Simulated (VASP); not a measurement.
# Si3N4 (P6_3/m) in VASP: further runs

The runs below take Si3N4 through electric field gradients, with r2SCAN, PBE.

Everything below comes from runs of VASP 6.6.1. Logs are shortened: lines on timing, memory, paths and dates and some standing lists are left out, and cuts for length are marked.

## 1. The cell of the first run

Symmetry: P6_3/m, No. 176, hexagonal system. The conventional cell has a = 7.602 Å, b = 7.602 Å, c = 2.906 Å, α = 90.00°, β = 90.00°, γ = 120.00°. Si (site symmetry m) has 4 N at 1.73 to 1.74 Å within 2.3 Å. N (site symmetry m) has 3 Si at 1.74 Å within 2.3 Å. N (site symmetry -6) has 3 Si at 1.73 Å within 2.3 Å.

## 2. Electric field gradients, r2SCAN

File POSCAR:

```
Si3N4
1.0
    7.6015000000      0.0000000000      0.0000000000
   -3.8007500000      6.5830921069      0.0000000000
    0.0000000000      0.0000000000      2.9061000000
Si N
6 8
Direct
    0.7679630651      0.1740808065      0.2500000000
    0.5938822586      0.7679630651      0.7500000000
    0.8259191935      0.5938822586      0.2500000000
    0.2320369349      0.8259191935      0.7500000000
    0.4061177414      0.2320369349      0.2500000000
    0.1740808065      0.4061177414      0.7500000000
    0.0299560717      0.3298971709      0.2500000000
    0.7000589008      0.0299560717      0.7500000000
    0.6701028291      0.7000589008      0.2500000000
    0.9700439283      0.6701028291      0.7500000000
    0.2999410992      0.9700439283      0.2500000000
    0.3298971709      0.2999410992      0.7500000000
    0.6666666667      0.3333333333      0.2500000000
    0.3333333333      0.6666666667      0.7500000000
```

File INCAR.step1:

```
PREC = Accurate
ENCUT = 520
ISMEAR = -1
SIGMA = 0.02
LREAL = F
LASPH = T
NELM = 60
NBANDS = 45
GGA = PE
ALGO = Normal
EDIFF = 1E-4
LWAVE = T
LCHARG = F
```

File INCAR.step2:

```
PREC = Accurate
ENCUT = 520
EDIFF = 1E-8
ISMEAR = -1
SIGMA = 0.02
LREAL = F
LASPH = T
NELM = 60
ALGO = Normal
ISIF = 2
LWAVE = F
LCHARG = F
METAGGA = R2SCAN
LMIXTAU = T
LEFG = T
NBANDS = 45
ISTART = 1
```

File KPOINTS:

```
regular mesh
0
Gamma
  4 4 10
```

Potentials or basis: VASP PAW PBE potentials, release 64 (Si, N).

On the command line:

```
$ cat potpaw_PBE.64/Si/POTCAR potpaw_PBE.64/N/POTCAR > POTCAR
$ cp INCAR.step1 INCAR
$ mpirun -np 1 vasp_std > vasp.out
$ cp INCAR.step2 INCAR
$ mpirun -np 1 vasp_std > vasp.out
```

OUTCAR:

```text
PREC = Accurate
   ENCUT = 520
   EDIFF = 1E-8
   ISMEAR = -1
   LREAL = F
   LASPH = T
   NELM = 60
   ISIF = 2
   METAGGA = R2SCAN
   ISTART = 1

 ion  position               nearest neighbor table
   1  0.768  0.174  0.250-  13 1.73   7 1.74   8 1.74   8 1.74   5 3.00   3 3.00   6 3.05   6 3.05
                             2 3.05   2 3.05
   2  0.594  0.768  0.750-  14 1.73   8 1.74   9 1.74   9 1.74   4 3.00   6 3.00   3 3.05   3 3.05
                             1 3.05   1 3.05
   3  0.826  0.594  0.250-  13 1.73   9 1.74  10 1.74  10 1.74   5 3.00   1 3.00   2 3.05   2 3.05
                             4 3.05   4 3.05
   4  0.232  0.826  0.750-  14 1.73  10 1.74  11 1.74  11 1.74   2 3.00   6 3.00   3 3.05   3 3.05
                             5 3.05   5 3.05
   5  0.406  0.232  0.250-  13 1.73  11 1.74  12 1.74  12 1.74   1 3.00   3 3.00   6 3.05   6 3.05
                             4 3.05   4 3.05
   6  0.174  0.406  0.750-  14 1.73  12 1.74   7 1.74   7 1.74   2 3.00   4 3.00   5 3.05   5 3.05
                             1 3.05   1 3.05
   7  0.030  0.330  0.250-   1 1.74   6 1.74   6 1.74
   8  0.700  0.030  0.750-   2 1.74   1 1.74   1 1.74
   9  0.670  0.700  0.250-   3 1.74   2 1.74   2 1.74
  10  0.970  0.670  0.750-   4 1.74   3 1.74   3 1.74
  11  0.300  0.970  0.250-   5 1.74   4 1.74   4 1.74
  12  0.330  0.300  0.750-   6 1.74   5 1.74   5 1.74
  13  0.667  0.333  0.250-   1 1.73   3 1.73   5 1.73
  14  0.333  0.667  0.750-   4 1.73   6 1.73   2 1.73

  LATTYP: Found a hexagonal cell.
 ALAT       =     7.6015000000
 C/A-ratio  =     0.3823061238

  Lattice vectors:

 A1 = (   7.6015000000,   0.0000000000,   0.0000000000)
 A2 = (  -3.8007500000,   6.5830921069,   0.0000000000)
 A3 = (   0.0000000000,   0.0000000000,   2.9061000000)

Analysis of symmetry for initial positions (statically):
=====================================================================
 Subroutine PRICEL returns:
 Original cell was already a primitive cell.

 Routine SETGRP: Setting up the symmetry group for a
 hexagonal supercell.

 Subroutine GETGRP returns: Found 12 space group operations
 (whereof  6 operations were pure point group operations)
 out of a pool of 24 trial point group operations.

The static configuration has the point symmetry S_6 .
 The point group associated with its full space group is C_6h.

Analysis of symmetry for dynamics (positions and initial velocities):
[... 1340 lines left out ...]
      5.17603      1.14599      0.72652         0.020161      0.031020      0.000000
      1.59556      5.05557      2.17957        -0.016784      0.032970      0.000000
      4.02103      3.90958      0.72652        -0.036945      0.001949     -0.000000
     -1.37528      5.43710      2.17957        -0.020161     -0.031020     -0.000000
      2.20519      1.52752      0.72652         0.016784     -0.032970     -0.000000
     -0.22028      2.67351      2.17957         0.036945     -0.001949     -0.000000
     -1.02615      2.17174      0.72652         0.028274      0.014617      0.000000
      5.20764      0.19720      2.17957         0.001478      0.031794     -0.000000
      2.43304      4.60855      0.72652        -0.026795      0.017178     -0.000000
      4.82690      4.41135      2.17957        -0.028274     -0.014617     -0.000000
     -1.40689      6.38589      0.72652        -0.001478     -0.031794     -0.000000
      1.36771      1.97454      2.17957         0.026795     -0.017178     -0.000000
      3.80075      2.19436      0.72652        -0.000000      0.000000      0.000000
     -0.00000      4.38873      2.17957        -0.000000      0.000000      0.000000
 -----------------------------------------------------------------------------------
    total drift:                                0.000000     -0.000000      0.000000

  FREE ENERGIE OF THE ION-ELECTRON SYSTEM (eV)
  ---------------------------------------------------
  free  energy   TOTEN  =      -144.1635688776 eV

  energy  without entropy=     -144.1635688776  energy(sigma->0) =     -144.16356888

 Electric field gradients (V/A^2)
---------------------------------------------------------------------
 ion       V_xx      V_yy      V_zz      V_xy      V_xz      V_yz
---------------------------------------------------------------------
   1       0.133     3.825    -3.958     7.382     0.000     0.000
   2      -3.491     7.450    -3.958    -5.290     0.000     0.000
   3       9.296    -5.337    -3.958    -2.093    -0.000    -0.000
   4       0.133     3.825    -3.958     7.382    -0.000    -0.000
   5      -3.491     7.450    -3.958    -5.290    -0.000    -0.000
   6       9.296    -5.337    -3.958    -2.093     0.000    -0.000
   7       1.731   -27.266    25.535    29.976     0.000     0.000
   8     -45.977    20.442    25.534    -2.433     0.000     0.000
   9       5.944   -31.478    25.534   -27.544     0.000    -0.000
  10       1.731   -27.266    25.535    29.976    -0.000     0.000
  11     -45.977    20.442    25.534    -2.433     0.000    -0.000
  12       5.944   -31.478    25.534   -27.544     0.000    -0.000
  13      23.170    23.171   -46.341     0.001     0.000    -0.000
  14      23.170    23.171   -46.341     0.001     0.000     0.000
---------------------------------------------------------------------

 Electric field gradients after diagonalization (V/A^2)
 (convention: |V_zz| > |V_xx| > |V_yy|)
----------------------------------------------------------------------
 ion       V_xx      V_yy      V_zz     asymmetry (V_yy - V_xx)/ V_zz
----------------------------------------------------------------------
   1      -5.631    -3.958     9.589       0.174
   2      -5.631    -3.958     9.589       0.174
   3      -5.631    -3.958     9.589       0.174
   4      -5.631    -3.958     9.589       0.174
   5      -5.631    -3.958     9.589       0.174
   6      -5.631    -3.958     9.589       0.174
   7      25.535    20.531   -46.066       0.109
   8      25.534    20.531   -46.066       0.109
   9      25.534    20.532   -46.066       0.109
  10      25.535    20.531   -46.066       0.109
  11      25.534    20.531   -46.066       0.109
  12      25.534    20.532   -46.066       0.109
  13      23.171    23.170   -46.341       0.000
  14      23.171    23.170   -46.341       0.000
----------------------------------------------------------------------

           NMR quadrupolar parameters

 Cq : quadrupolar parameter    Cq=e*Q*V_zz/h
 eta: asymmetry parameters     (V_yy - V_xx)/ V_zz
 Q  : nuclear electric quadrupole moment in mb (millibarn)
----------------------------------------------------------------------
 ion       Cq(MHz)       eta       Q (mb)
----------------------------------------------------------------------
   1       0.023       0.174       1.000
   2       0.023       0.174       1.000
   3       0.023       0.174       1.000
   4       0.023       0.174       1.000
   5       0.023       0.174       1.000
   6       0.023       0.174       1.000
   7      -0.111       0.109       1.000
   8      -0.111       0.109       1.000
   9      -0.111       0.109       1.000
  10      -0.111       0.109       1.000
  11      -0.111       0.109       1.000
  12      -0.111       0.109       1.000
  13      -0.112       0.000       1.000
  14      -0.112       0.000       1.000
----------------------------------------------------------------------
```

Wall time 14 min (1 thread of Intel Xeon Platinum 8259CL at 2.50GHz (Skylake/Cascade Lake), shared host); peak memory 0.37 GiB.

What came out:

| Item | Value |
| --- | --- |
| Free energy | -144.1636 eV |
| Pressure | -0.1 GPa |
| Largest force | 0.037 eV/Å |
| Band gap on the k mesh | 4.99 eV (least direct gap 5.19 eV) |
| Largest electric field gradient by atom | Si +9.6; N -46.1, -46.3 (each value once) V/Å² |

Forces in eV/Å, atoms in the order of the input:
```
Si   0.020  0.031  0.000
Si  -0.017  0.033  0.000
Si  -0.037  0.002  0.000
Si  -0.020 -0.031  0.000
Si   0.017 -0.033  0.000
Si   0.037 -0.002  0.000
N    0.028  0.015  0.000
N    0.001  0.032  0.000
N   -0.027  0.017  0.000
N   -0.028 -0.015  0.000
N   -0.001 -0.032  0.000
N    0.027 -0.017  0.000
N    0.000  0.000  0.000
N    0.000  0.000  0.000
```

Electric field gradients, principal values (V/Å²):
| atom | least | middle | greatest (by size) |
| --- | --- | --- | --- |
| 1 Si | -3.958 | -5.631 | 9.589 |
| 2 Si | -3.958 | -5.631 | 9.589 |
| 3 Si | -3.958 | -5.631 | 9.589 |
| 4 Si | -3.958 | -5.631 | 9.589 |
| 5 Si | -3.958 | -5.631 | 9.589 |
| 6 Si | -3.958 | -5.631 | 9.589 |
| 7 N | 20.531 | 25.535 | -46.066 |
| 8 N | 20.531 | 25.534 | -46.066 |
| 9 N | 20.532 | 25.534 | -46.066 |
| 10 N | 20.531 | 25.535 | -46.066 |
| 11 N | 20.531 | 25.534 | -46.066 |
| 12 N | 20.532 | 25.534 | -46.066 |
| 13 N | 23.170 | 23.171 | -46.341 |
| 14 N | 23.170 | 23.171 | -46.341 |

Caveat: without QUAD_EFG the Cq values of the log hold for a quadrupole moment of 1 mb, not for the nuclei; the PAW data sets were made with another functional, which shifts forces and pressure a little. A k mesh can miss the band edges.

(Part 1 of 2 ends here.)
